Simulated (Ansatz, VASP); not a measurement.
Mg3Zn2O: VASP beside Ansatz

```
Mg Zn O
1.0
     2.91998    1.68585    3.22730
    -2.91998    1.68585    3.22730
     0.00000   -3.37170    3.22730
Mg Zn O
3 2 1
Direct
  0.00000 0.00000 0.50000
  0.00000 0.50000 0.00000
  0.50000 0.00000 0.00000
  0.61980 0.61980 0.61980
  0.38020 0.38020 0.38020
  0.00000 0.00000 0.00000
```

Change from the starting cell: species swapped into the Y2GeRh3 type (R-3m, No. 166).

Alike in both runs: functional PBE; k mesh 12 × 12 × 12; occupations gaussian, width 0.1 eV; no spin polarisation.

Ansatz relaxed the structure, and its values are those at the end. VASP's run is a single point on that final structure, the one shown.

|  | VASP | Ansatz |
| --- | --- | --- |
| version | VASP 6.6.1 | Ansatz 0.2.0 |
| potentials or method | VASP PAW PBE potentials, release 64 (Mg, Zn, O), cutoff 520 eV | scalar-relativistic, plane waves, PAW |
| valence electrons in the cell | 36 | 60 |

```csv
,VASP,Ansatz,Ansatz less VASP
gap on the k mesh at the Fermi level (eV),none,none,-
pressure (GPa),-0.1,0.0,+0.11
rms of the force components (eV/Å),0.013,0.002,-0.0107
```

A gap of «none» marks a metal or a gap that the smearing closes. The functional is the same, so the differences come from potentials, cutoffs and numerics. VASP's potentials hold 36 valence electrons a cell and Ansatz's 60, so a difference there can come from the potentials and not from the codes.
